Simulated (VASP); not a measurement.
Input of a VASP 6.6.1 run:

INCAR

```
  PREC = Accurate
  ENCUT = 520
  EDIFF = 1E-6
  ISMEAR = 0
  SIGMA = 0.02
  LREAL = Auto
  LASPH = T
  NELM = 100
  ALGO = Normal
  ISIF = 2
  LWAVE = F
  LCHARG = T
  GGA = PE
  LELF = T
  LVHAR = T
  NBANDS = 234
```

KPOINTS

```
Automatic mesh
0
Gamma
  1 1 1
```

POSCAR

```
AlSi23HO48
1.0
    9.8316000000      0.0000000000      0.0000000000
   -4.9158000000      8.5144150000      0.0000000000
    0.0000000000      0.0000000000     10.8182000000
Si O Al H
23 48 1 1
Direct
    0.2707910000      0.0001523800      0.1602280000
    0.0031078000      0.2738780000      0.3372560000
    0.2257670000      0.2327160000      0.0010558000
    0.2662600000      0.9963501000      0.6615830000
    0.9973292000      0.2695350000      0.8371510000
    0.2324570000      0.2240680000      0.4965950000
    0.2683800000      0.5020170000      0.1688810000
    0.0046040000      0.7704050000      0.3332450000
    0.2307490000      0.7280770000      0.9952677000
    0.9983032000      0.7660620000      0.8316270000
    0.2377440000      0.7355440000      0.4972600000
    0.7690230000      0.0099828000      0.1657910000
    0.4987680000      0.2630270000      0.3282030000
    0.7271050000      0.2349560000      0.9983316000
    0.7699370000      0.0028498000      0.6656050000
    0.4897170000      0.2690740000      0.8299280000
    0.7308480000      0.2336040000      0.5005640000
    0.7687620000      0.5019070000      0.1691910000
    0.5008740000      0.7728650000      0.3307920000
    0.7444360000      0.7446600000      0.0064547000
    0.7574780000      0.5006330000      0.6641390000
    0.5087570000      0.7701700000      0.8400500000
    0.7367760000      0.7400850000      0.4952760000
    0.0669990000      0.2014560000      0.4423840000
    0.2933680000      0.3635730000      0.1109120000
    0.1424440000      0.4380810000      0.2816240000
    0.2047280000      0.0687820000      0.0535790000
    0.3563660000      0.2834140000      0.3811320000
    0.4374350000      0.1364230000      0.2151890000
    0.0572690000      0.2009390000      0.9500830000
    0.3010870000      0.3461210000      0.6088230000
    0.1344440000      0.4335340000      0.7872490000
    0.2007330000      0.0538050000      0.5466670000
    0.3529940000      0.2961840000      0.8878520000
    0.4270900000      0.1377590000      0.7214780000
    0.0715580000      0.7136130000      0.4468100000
    0.3013150000      0.8671760000      0.0981760000
    0.1415890000      0.9302960000      0.2706040000
    0.2028910000      0.5674830000      0.0590350000
    0.3642020000      0.8036030000      0.3831170000
    0.4353540000      0.6407000000      0.2216290000
    0.0661520000      0.7023680000      0.9406990000
    0.3041460000      0.8641220000      0.6100360000
    0.1352720000      0.9272650000      0.7715610000
    0.2152660000      0.5737100000      0.5473820000
    0.3559620000      0.7787600000      0.8802220000
    0.4552200000      0.6206830000      0.7368980000
    0.5674600000      0.2010270000      0.4380930000
    0.7921120000      0.3639660000      0.1091680000
    0.6354010000      0.4319020000      0.2765330000
    0.6982380000      0.0688910000      0.0545700000
    0.8699110000      0.3055760000      0.3976290000
    0.9302700000      0.1514330000      0.2220930000
    0.5657320000      0.2155110000      0.9399210000
    0.7780370000      0.3568910000      0.6150950000
    0.6163690000      0.4405850000      0.7689160000
    0.7068080000      0.0694810000      0.5556000000
    0.8542380000      0.2926750000      0.8876010000
    0.9311320000      0.1375530000      0.7265500000
    0.5713950000      0.7143480000      0.4420600000
    0.8084990000      0.8785630000      0.1125620000
    0.6388960000      0.9375190000      0.2749870000
    0.7126420000      0.5782480000      0.0609500000
    0.8670440000      0.8013900000      0.3856450000
    0.9344440000      0.6342550000      0.2273320000
    0.5771530000      0.7178900000      0.9544130000
    0.7978400000      0.8654860000      0.6093110000
    0.6340290000      0.9297530000      0.7728060000
    0.7053340000      0.5729530000      0.5507980000
    0.8663110000      0.8003780000      0.8909460000
    0.9205510000      0.6317050000      0.7255820000
    0.2600150000      0.4856160000      0.6635380000
    0.5244050900      0.5489280200      0.7511845100
```

Potentials or basis: VASP PAW PBE potentials, release 64 (Si, O, Al, H).

Run with:

```sh
$ cat potpaw_PBE.64/Si/POTCAR potpaw_PBE.64/O/POTCAR potpaw_PBE.64/Al/POTCAR potpaw_PBE.64/H/POTCAR > POTCAR
$ mpirun -np 1 vasp_gam > vasp.out
```

(1) Predict the band gap on the k mesh.

(2) Estimate the pressure.

(3) Estimate the largest force.

Results:

(1) 5.24 eV.

(2) 2.5 GPa.

(3) 3.363 eV/Å.

Caveat: the k points lie up to 0.74 Å⁻¹ apart.
